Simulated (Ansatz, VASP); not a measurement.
**One calculation of In, two programs**

```
CELL_PARAMETERS angstrom
-1.60565 1.63039 2.47395
1.63039 -1.60565 2.47395
1.62191 1.62191 -2.45769
ATOMIC_POSITIONS crystal
In 0.00000 0.00000 0.00000
```

Change from the starting cell: equal xy, yz and zx shear strains of +1 %, crystal datasets.

Alike in both runs: task electric field gradients; functional LDA; k mesh 14 × 14 × 14; occupations fermi-dirac, width 0.05 eV; no spin polarisation.

|  | VASP | Ansatz |
| --- | --- | --- |
| version | VASP 6.6.1 | Ansatz 0.2.0 |
| potentials or method | VASP PAW LDA potentials, release 64 (In_d), cutoff 520 eV | all-electron PAW with datasets made for the crystal, scalar-relativistic |

VASP gave:

* pressure (GPa): -2.7
* traceless stress, the component that is largest in VASP (GPa): 0.26
* size of Vzz on the site where it differs most (V/Å²): 21.9

**Question.** What did Ansatz give for the same quantities?

**Answer.** Pressure (GPa): -2.7; traceless stress, the component that is largest in VASP (GPa): 0.25; size of Vzz on the site where it differs most (V/Å²): 21.8.

LDA's correlation is that of Perdew and Zunger in VASP and of Perdew and Wang (1992) in Ansatz. Ansatz ran all-electron here, and VASP with PAW potentials.
